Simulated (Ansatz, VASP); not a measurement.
ZrH2Br: VASP beside Ansatz

```xyz
4
Lattice="3.5777 0.0000 0.0000 -1.7889 3.0984 0.0000 0.0000 0.0000 5.2671" Properties=species:S:1:pos:R:3 pbc="T T T"
Zr    0.0000    0.0000    0.0000
H     0.0000    2.0656   -0.0004
H     1.7889    1.0328    5.2675
Br    0.0000    0.0000    2.6335
```

Change from the starting cell: species swapped into the LiTiTe2 type (P-3m1, No. 164).

Alike in both runs: functional PBE; k mesh 18 × 18 × 10; occupations gaussian, width 0.1 eV; no spin polarisation.

Ansatz relaxed the structure, and its values are those at the end. VASP's run is a single point on that final structure, the one shown.

```csv
,VASP,Ansatz
version,VASP 6.6.1,Ansatz 0.2.0
potentials or method,"VASP PAW PBE potentials, release 64 (Zr_sv, H, Br), cutoff 520 eV","scalar-relativistic, plane waves, PAW"
valence electrons in the cell,21,21
```

```csv
,VASP,Ansatz,Ansatz less VASP
gap on the k mesh at the Fermi level (eV),none,none,-
pressure (GPa),0.0,0.0,+0.01
```

A gap of «none» marks a metal or a gap that the smearing closes. The functional is the same, so the differences come from potentials, cutoffs and numerics.
